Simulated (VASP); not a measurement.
# Co in VASP: further runs

The runs below take Co through single point, with PBE, r2SCAN.

Everything below comes from runs of VASP 6.6.1. Logs are shortened: lines on timing, memory, paths and dates and some standing lists are left out, and cuts for length are marked.

### Step 1. The cell of the first run

It takes space group P6_3/mmc (No. 194, hexagonal). The conventional cell has a = 2.472 Å, b = 2.472 Å, c = 4.021 Å, α = 90.00°, β = 90.00°, γ = 120.00°. Co (site symmetry -6m2) has 12 Co at 2.47 Å within 3.3 Å.

### Step 2. Single point, PBE, collinear spin, ferromagnetic start

INCAR

```
ALGO = Normal
EDIFF = 1E-6
ENCUT = 520
GGA = PE
ISIF = 2
ISMEAR = 1
ISPIN = 2
LASPH = T
LCHARG = F
LMAXMIX = 4
LORBIT = 11
LREAL = F
LWAVE = F
MAGMOM = 2 2
NBANDS = 20
NELM = 150
PREC = Accurate
SIGMA = 0.005
```

KPOINTS

```
k-points
0
Gamma
  10 10 6
```

POSCAR

```
Co
1.0
    2.4719999032      0.0000000000      0.0000000000
   -1.2359999516      2.1408147143      0.0000000000
    0.0000000000      0.0000000000      4.0211440800
Co
2
Direct
    0.6666666667      0.3333333333      0.7500000000
    0.3333333333      0.6666666667      0.2500000000
```

Potentials or basis: VASP PAW PBE potentials, release 64 (Co).

On the command line:

```console
$ cat potpaw_PBE.64/Co/POTCAR > POTCAR
$ mpirun -np 1 vasp_std > vasp.out
```

OUTCAR:

```text
EDIFF = 1E-6
   ENCUT = 520
   GGA = PE
   ISIF = 2
   ISMEAR = 1
   ISPIN = 2
   LASPH = T
   LORBIT = 11
   LREAL = F
   NELM = 150
   PREC = Accurate

 ion  position               nearest neighbor table
   1  0.667  0.333  0.750-   2 2.47   2 2.47   2 2.47   2 2.47   2 2.47   2 2.47
   2  0.333  0.667  0.250-   1 2.47   1 2.47   1 2.47   1 2.47   1 2.47   1 2.47

  LATTYP: Found a hexagonal cell.
 ALAT       =     2.4719999032
 C/A-ratio  =     1.6266764715

  Lattice vectors:

 A1 = (   2.4719999032,   0.0000000000,   0.0000000000)
 A2 = (  -1.2359999516,   2.1408147143,   0.0000000000)
 A3 = (   0.0000000000,   0.0000000000,   4.0211440800)

Analysis of symmetry for initial positions (statically):
=====================================================================
 Subroutine PRICEL returns:
 Original cell was already a primitive cell.

 Routine SETGRP: Setting up the symmetry group for a
 hexagonal supercell.

 Subroutine GETGRP returns: Found 24 space group operations
 (whereof 12 operations were pure point group operations)
 out of a pool of 24 trial point group operations.

The static configuration has the point symmetry D_3d.
 The point group associated with its full space group is D_6h.

Analysis of symmetry for dynamics (positions and initial velocities):
=====================================================================
 Subroutine PRICEL returns:
 Original cell was already a primitive cell.

 Routine SETGRP: Setting up the symmetry group for a
 hexagonal supercell.

 Subroutine GETGRP returns: Found 24 space group operations
 (whereof 12 operations were pure point group operations)
 out of a pool of 24 trial point group operations.

The dynamic configuration has the point symmetry D_3d.
 The point group associated with its full space group is D_6h.

Analysis of structural, dynamic, and magnetic symmetry:
=====================================================================
 Subroutine PRICEL returns:
 Original cell was already a primitive cell.

 Routine SETGRP: Setting up the symmetry group for a
 hexagonal supercell.

 Subroutine GETGRP returns: Found 24 space group operations
 (whereof 12 operations were pure point group operations)
 out of a pool of 24 trial point group operations.

The overall configuration has the point symmetry D_3d.
 The point group associated with its full space group is D_6h.

 Subroutine INISYM returns: Found 24 space group operations
 (whereof 12 operations are pure point group operations),
 and found     1 'primitive' translations

----------------------------------------------------------------------------------------

                                     Primitive cell

  volume of cell :      21.2803

  direct lattice vectors                    reciprocal lattice vectors
     2.471999903  0.000000000  0.000000000     0.404530760  0.233555943  0.000000000
    -1.235999952  2.140814714  0.000000000     0.000000000  0.467111887  0.000000000
     0.000000000  0.000000000  4.021144080     0.000000000  0.000000000  0.248685444

  length of vectors
     2.471999903  2.471999903  4.021144080     0.467111887  0.467111887  0.248685444

  position of ions in fractional coordinates (direct lattice)
     0.666666667  0.333333333  0.750000000
     0.333333333  0.666666667  0.250000000

  ion indices of the primitive-cell ions
   primitive index   ion index
                 1           1
                 2           2

----------------------------------------------------------------------------------------

 KPOINTS: k-points

Automatic generation of k-mesh.
 Grid dimensions read from file:
 generate k-points for:   10   10    6

 Generating k-lattice:

  Cartesian coordinates                     Fractional coordinates (reciprocal lattice)
     0.040453076  0.023355594  0.000000000     0.100000000 -0.000000000  0.000000000
     0.000000000  0.046711189  0.000000000     0.000000000  0.100000000  0.000000000
     0.000000000  0.000000000  0.041447574     0.000000000  0.000000000  0.166666667

  Length of vectors
     0.046711189  0.046711189  0.041447574

  Shift w.r.t. Gamma in fractional coordinates (k-lattice)
     0.000000000  0.000000000  0.000000000

 Subroutine IBZKPT returns following result:
 ===========================================

 Found     56 irreducible k-points:

 Following reciprocal coordinates:
            Coordinates               Weight
  0.000000  0.000000  0.000000      1.000000
  0.100000  0.000000  0.000000      6.000000
  0.200000  0.000000  0.000000      6.000000
  0.300000  0.000000  0.000000      6.000000
  0.400000  0.000000  0.000000      6.000000
  0.500000  0.000000  0.000000      3.000000
[... 16 lines left out ...]
  0.300000  0.100000  0.166667     24.000000
  0.400000  0.100000  0.166667     24.000000
 [... further k-points ...]
   k-points           NKPTS =     56   k-points in BZ     NKDIM =     56   number of bands    NBANDS=     20
   number of dos      NEDOS =    301   number of ions     NIONS =      2
   total plane-waves  NPLWV =   9720
   dimension x,y,z NGX =    18 NGY =   18 NGZ =   30
   dimension x,y,z NGXF=    36 NGYF=   36 NGZF=   60
   ions per type =               2
   NGX,Y,Z   is equivalent  to a cutoff of  12.11, 12.11, 12.40 a.u.
   NGXF,Y,Z  is equivalent  to a cutoff of  24.21, 24.21, 24.81 a.u.
 SYSTEM =  unknown system
   PREC   = accura    normal or accurate (medium, high low for compatibility)
   ISTART =      0    job   : 0-new  1-cont  2-samecut
   ICHARG =      2    charge: 1-file 2-atom 10-const
   ISPIN  =      2    spin polarized calculation?
   LNONCOLLINEAR =      F non collinear calculations
   LSORBIT =      F    spin-orbit coupling
   LASPH  =      T    aspherical Exc in radial PAW
   ENCUT  =  520.0 eV  38.22 Ry    6.18 a.u.   4.60  4.60  7.48*2*pi/ulx,y,z
   NELM   =    150;   NELMIN=  2; NELMDL= -5     # of ELM steps
   EDIFF  = 0.1E-05   stopping-criterion for ELM
   LREAL  =      F    real-space projection
   EDIFFG = 0.1E-04   stopping-criterion for IOM
   NSW    =      0    number of steps for IOM
   IBRION =     -1    ionic relax: 0-MD 1-quasi-New 2-CG
   NFREE  =      0    steps in history (QN), initial steepest desc. (CG)
   ISIF   =      2    stress and relaxation
   ISYM   =      2    0-nonsym 1-usesym 2-fastsym
   POTIM  = 0.5000    time-step for ionic-motion
   TEBEG  =    0.0;   TEEND  =   0.0 temperature during run
   PSTRESS=    0.0 pullay stress
   NELECT =      18.0000    total number of electrons
   NUPDOWN=      -1.0000    fix difference up-down
   EMIN   =  10.00;   EMAX   =-10.00  energy-range for DOS
   EFERMI =   0.00;   METHOD = LEGACY
   ISMEAR =     1;   SIGMA  =   0.01  broadening in eV -4-tet -1-fermi 0-gaus
   EFERMI_NEDOS =   21; number of points for ismear=-14 and -15
   IALGO  =     38    algorithm
   IMIX   =      4    mixing-type and parameters
     AMIX     =   0.40;   BMIX     =  1.00
     AMIX_MAG =   1.60;   BMIX_MAG =  1.00
  volume/ion in A,a.u.               =      10.64        71.80
  Fermi-wavevector in a.u.,A,eV,Ry     =   1.548246  2.925761 32.614055  2.397065
  Thomas-Fermi vector in A             =   2.653224
   LORBIT       =     11    0 simple, 1 ext, 2 COOP (PROOUT), +10 PAW based schemes
   GGA     = PE    functional components
   LHFCALC =     F    Hartree Fock is set to
   AEXX    =    0.0000 exact exchange contribution
   IVDW    =     0    specifies the selected vdW correction
   LEPSILON=     F    determine dielectric tensor
   LRPA    =     F    only Hartree local field effects (RPA)
 spin polarized calculation
 Methfessel and Paxton  Order N= 1 SIGMA  =   0.01
  energy-cutoff  :      520.00
  volume of cell :       21.28
 maximum number of plane-waves:       585
   NGX =  9   NGY =  9   NGZ = 15

 number of electron      17.9999990 magnetization       3.2772176

 Free energy of the ion-electron system (eV)
  ---------------------------------------------------
  ext. energy  EPLUGINS =         0.00000000
  ---------------------------------------------------
  free energy    TOTEN  =       -14.06499970 eV

  energy without entropy =      -14.06501791  energy(sigma->0) =      -14.06500577

 E-fermi :  10.4933     XC(G=0): -13.5196

 val. band max:       10.4890293344   @ k =   0.5000   0.0000   0.5000
 cond. band min:      10.5092157008   @ k =   0.2000   0.2000   0.3333
 fundamental gap:      0.0201863663
 Fermi energy:        10.4932698797

 spin component 1

 k-point     1 :       0.0000    0.0000    0.0000
  band No.  band energies     occupation
      1       1.5038      1.00000
      2       5.2947      1.00000
      3       7.8500      1.00000
      4       7.8935      1.00000
      5       7.8935      1.00000
      6       8.2079      1.00000
[... 12 lines left out ...]
     19      36.8715      0.00000
     20      36.8715      0.00000

 k-point     2 :       0.1000    0.0000    0.0000
  band No.  band energies     occupation
      1       1.8594      1.00000
      2       5.5068      1.00000
      3       7.5942      1.00000
      4       8.0609      1.00000
      5       8.0758      1.00000
      6       8.1628      1.00000
[... 12 lines left out ...]
     19      37.4508      0.00000
     20      39.8655      0.00000

 k-point     3 :       0.2000    0.0000    0.0000
  band No.  band energies     occupation
      1       2.8659      1.00000
      2       5.9654      1.00000
      3       7.2804      1.00000
      4       7.3640      1.00000
      5       7.9189      1.00000
      6       8.2586      1.00000
[... 12 lines left out ...]
     19      36.5517      0.00000
     20      39.5542      0.00000

 k-point     4 :       0.3000    0.0000    0.0000
  band No.  band energies     occupation
      1       4.2657      1.00000
      2       6.0882      1.00000
      3       6.5910      1.00000
      4       7.2605      1.00000
      5       7.9306      1.00000
      6       8.0068      1.00000
[... 429 lines left out ...]
 k-point    23 :       0.3000    0.1000    0.1667
  band No.  band energies     occupation
      1       5.1643      1.00000
      2       6.1595      1.00000
      3       6.3837      1.00000
      4       7.0936      1.00000
      5       7.7934      1.00000
      6       8.1327      1.00000
[... 12 lines left out ...]
     19      35.9149      0.00000
     20      35.9557      0.00000

 k-point    24 :       0.4000    0.1000    0.1667
  band No.  band energies     occupation
      1       5.5426      1.00000
      2       5.9147      1.00000
      3       6.4814      1.00000
      4       7.0338      1.00000
      5       7.7379      1.00000
      6       8.3685      1.00000
[... 12 lines left out ...]
     19      35.0637      0.00000
     20      35.5087      0.00000

 [... further k-points ...]

 spin component 2

 k-point     1 :       0.0000    0.0000    0.0000
  band No.  band energies     occupation
      1       1.5181      1.00000
      2       6.2536      1.00000
      3       9.4953      1.00000
      4       9.5608      1.00000
      5       9.5608      1.00000
      6       9.9292      1.00000
[... 12 lines left out ...]
     19      37.1842      0.00000
     20      37.1842      0.00000

 k-point     2 :       0.1000    0.0000    0.0000
  band No.  band energies     occupation
      1       1.8753      1.00000
      2       6.4952      1.00000
      3       9.1964      1.00000
      4       9.4704      1.00000
      5       9.7449      1.00000
      6       9.7587      1.00000
[... 12 lines left out ...]
     19      37.3441      0.00000
     20      40.1674      0.00000

 k-point     3 :       0.2000    0.0000    0.0000
  band No.  band energies     occupation
      1       2.8974      1.00000
      2       7.0560      1.00000
      3       8.4776      1.00000
      4       8.7693      1.00000
      5       9.5440      1.00000
      6       9.9969      1.00000
[... 12 lines left out ...]
     19      36.9457      0.00000
     20      39.6832      0.00000

 k-point     4 :       0.3000    0.0000    0.0000
  band No.  band energies     occupation
      1       4.3986      1.00000
      2       7.3432      1.00000
      3       7.7634      1.00000
      4       8.5265      1.00000
      5       9.4894      1.00000
      6       9.7076      1.00000
[... 429 lines left out ...]
 k-point    23 :       0.3000    0.1000    0.1667
  band No.  band energies     occupation
      1       5.5410      1.00000
      2       7.3167      1.00000
      3       7.6043      1.00000
      4       8.3842      1.00000
      5       9.3174      1.00000
      6       9.7429      1.00000
[... 12 lines left out ...]
     19      36.1516      0.00000
     20      36.2875      0.00000

 k-point    24 :       0.4000    0.1000    0.1667
  band No.  band energies     occupation
      1       6.4808      1.00000
      2       7.1086      1.00000
      3       7.6167      1.00000
      4       8.1917      1.00000
      5       9.3500      1.00000
      6       9.8593      1.00000
[... 12 lines left out ...]
     19      35.2362      0.00000
     20      35.8846      0.00000

 [... further k-points ...]
[... 5 lines left out ...]
  --------------------------------------------------------------------------------------
  -------------------------------------------------------------------------------------
  Total        0.6907521      0.6907521      0.4033261      0.0000000      0.0000000      0.0000000
  in kB       52.0062638     52.0062638     30.3661494      0.0000000      0.0000000      0.0000000
  external PRESSURE =      44.7928923 kB  Pullay stress =       0.0000000 kB

 VOLUME and BASIS-vectors are now :
 -----------------------------------------------------------------------------
  energy-cutoff  :      520.00
  volume of cell :       21.28
      direct lattice vectors                 reciprocal lattice vectors
     2.471999903  0.000000000  0.000000000     0.404530760  0.233555943  0.000000000
    -1.235999952  2.140814714  0.000000000     0.000000000  0.467111887  0.000000000
     0.000000000  0.000000000  4.021144080     0.000000000  0.000000000  0.248685444

 POSITION                                       TOTAL-FORCE (eV/Angst)
 -----------------------------------------------------------------------------------
      1.23600      0.71360      3.01586         0.000000     -0.000000      0.000000
     -0.00000      1.42721      1.00529        -0.000000      0.000000      0.000000
 -----------------------------------------------------------------------------------
    total drift:                                0.000000     -0.000000     -0.000000

  FREE ENERGIE OF THE ION-ELECTRON SYSTEM (eV)
  ---------------------------------------------------
  free  energy   TOTEN  =       -14.0649997048 eV

  energy  without entropy=      -14.0650179077  energy(sigma->0) =      -14.06500577

 total charge

# of ion       s       p       d       tot
------------------------------------------
    1        0.498   0.540   7.272   8.311
    2        0.498   0.540   7.272   8.311
--------------------------------------------------
tot          0.996   1.081  14.545  16.622

 magnetization (x)

# of ion       s       p       d       tot
------------------------------------------
    1       -0.013  -0.051   1.719   1.654
    2       -0.013  -0.051   1.719   1.654
--------------------------------------------------
tot         -0.027  -0.102   3.437   3.308
```

Wall time 79 s (1 thread of Intel Xeon 8259CL, shared host); peak memory 0.16 GiB.

What came out:

```yaml
Free_energy: -14.0650 eV
Pressure: 4.5 GPa
Net_moment: 3.28 μB per cell
Site_moments: Co +1.65 μB
Valence_electrons_inside_the_program's_atomic_spheres: Co 8.31
```

Levels at points of the mesh, in eV from the Fermi level:
Spin up:
```tsv
k point	band 8	band 9	band 10	band 11	band 12	band 13	band 14	band 15
(0.00, 0.00, 0.00)	-1.90	-1.90	-0.79	-0.79	-0.11	6.47	22.25	25.06
(0.50, 0.00, 0.00)	-0.64	-0.57	-0.49	1.40	3.46	9.84	10.51	12.91
(0.00, 0.00, 0.50)	-2.66	-1.11	-1.11	-1.11	-1.11	15.13	15.13	22.99
(0.50, 0.00, 0.50)	-1.02	-0.55	-0.55	1.67	1.67	7.48	7.48	18.70
```
Spin down:
| k point | band 5 | band 6 | band 7 | band 8 | band 9 | band 10 |
| --- | --- | --- | --- | --- | --- | --- |
| (0.00, 0.00, 0.00) | -0.93 | -0.56 | -0.56 | -0.16 | -0.10 | -0.10 |
| (0.50, 0.00, 0.00) | -1.07 | -1.03 | -0.61 | 1.27 | 1.38 | 1.44 |
| (0.00, 0.00, 0.50) | -0.99 | -0.99 | -0.99 | -0.99 | 0.77 | 0.77 |
| (0.50, 0.00, 0.50) | 0.00 | 0.00 | 0.31 | 0.31 | 1.37 | 1.37 |

[end of part 1 of 2]
